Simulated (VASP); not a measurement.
Runs of VASP 6.6.1 on Ti. The structure is that of space group Fm-3m (No. 225), or close to it. The cells are those of the table. 

| cell | further INCAR settings | gap on the mesh (eV) | pressure (GPa) |
| --- | --- | --- | --- |
| a = 2.925, b = 2.871, c = 2.871 Å, angles 58.8, 59.4, 59.4°, 1 atom | ALGO = Fast; EDIFF = 1e-07; NBANDS = 12 | none | -0.5 |
| a = 2.763, b = 2.872, c = 2.872 Å, angles 62.5, 61.2, 61.2°, 1 atom | ALGO = Fast; EDIFF = 1e-06; NBANDS = 12 | none | -0.4 |
| a = 2.952, b = 2.871, c = 2.871 Å, angles 58.1, 59.1, 59.1°, 1 atom | ALGO = Fast; EDIFF = 1e-07; NBANDS = 12 | none | -0.4 |
| a = 2.898, b = 2.871, c = 2.871 Å, angles 59.4, 59.7, 59.7°, 1 atom | ALGO = Fast; EDIFF = 1e-07; NBANDS = 12 | none | (a) |

Alike in all rows: task single point; level PBEsol; potentials or basis VASP PAW PBE potentials, release 64 (Ti_sv); no spin polarisation; k mesh 20 × 20 × 20; cutoff (eV) 520; smearing gaussian 0.15 eV.

Estimate the missing entries.

(a) -0.6.

Caveats: the PAW data sets were made with another functional, which shifts forces and pressure a little.

A gap of «none» marks levels without a gap at the run's occupations.
